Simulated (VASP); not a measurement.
Input of a VASP 6.6.1 run:

The input INCAR:

```
SYSTEM = Cu
ALGO = Normal ; EDIFF = 1E-6
ENCUT = 520 ; GGA = PE
ISIF = 2 ; ISMEAR = -1
LASPH = .True. ; LCHARG = .True.
LELF = .True. ; LREAL = .False.
LVHAR = .True. ; LWAVE = .False.
NBANDS = 12 ; NELM = 60
PREC = Accurate ; SIGMA = 0.06122561905347299
```

File KPOINTS:

```
k-points
0
Gamma
  18 18 18
  0 0 0
```

Contents of POSCAR:

```
Cu
1.0
    0.0000000000      1.8151328778      1.8151328778
    1.8151328778      0.0000000000      1.8151328778
    1.8151328778      1.8151328778      0.0000000000
Cu
1
Direct
    0.0000000000      0.0000000000      0.0000000000
```

Potentials or basis: VASP PAW PBE potentials, release 64 (Cu).

The run is started by

```console
$ cat potpaw_PBE.64/Cu/POTCAR > POTCAR
$ mpirun -np 1 vasp_std > vasp.out
```

Predict the band gap on the k mesh.

zero (an odd number of electrons rules out a gap without spin polarisation).

Estimate the pressure.

0.6 GPa.
